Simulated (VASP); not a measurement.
**AlN: single point with PBE**

The system is AlN.

```xyz
2
Lattice="0.0000 2.1849 2.1849 2.1849 0.0000 2.1849 2.1849 2.1849 0.0000" Properties=species:S:1:pos:R:3 pbc="T T T"
Al    0.0000    0.0000    0.0000
N     3.2773    3.2773    3.2773
```

```json
{
 "Program": "VASP 6.6.1",
 "Task": "single point",
 "Functional": "PBE",
 "Potentials or basis": "VASP PAW PBE potentials, release 64 (Al, N)",
 "Cutoff": "520 eV",
 "k mesh": "6 × 6 × 6",
 "Occupations": "gaussian, width 0.01 eV",
 "Spin": "no spin polarisation"
}
```

* Pressure: 4.3 GPa
* Band gap on the k mesh: 3.32 eV, indirect (least direct gap 4.18 eV)

Levels at points of the mesh, in eV from the valence-band top:
| k point | band 1 | band 2 | band 3 | band 4 | band 5 | band 6 | band 7 | band 8 | band 9 |
| --- | --- | --- | --- | --- | --- | --- | --- | --- | --- |
| (0.00, 0.00, 0.00) | -14.97 | 0.00 | 0.00 | 0.00 | 4.18 | 12.55 | 12.55 | 12.55 | 17.68 |
| (0.50, 0.00, 0.00) | -12.93 | -5.85 | -0.48 | -0.48 | 7.37 | 9.86 | 11.14 | 11.14 | 17.97 |
| (0.50, 0.50, 0.00) | -12.30 | -4.90 | -1.77 | -1.77 | 3.32 | 8.61 | 13.94 | 15.72 | 15.72 |

It took 3.6 s on 1 thread of Intel(R) Xeon(R) Platinum 8259CL CPU @ 2.50GHz (Skylake/Cascade Lake), with other jobs on the host, peak memory 0.13 GiB.

A k mesh can miss the band edges.
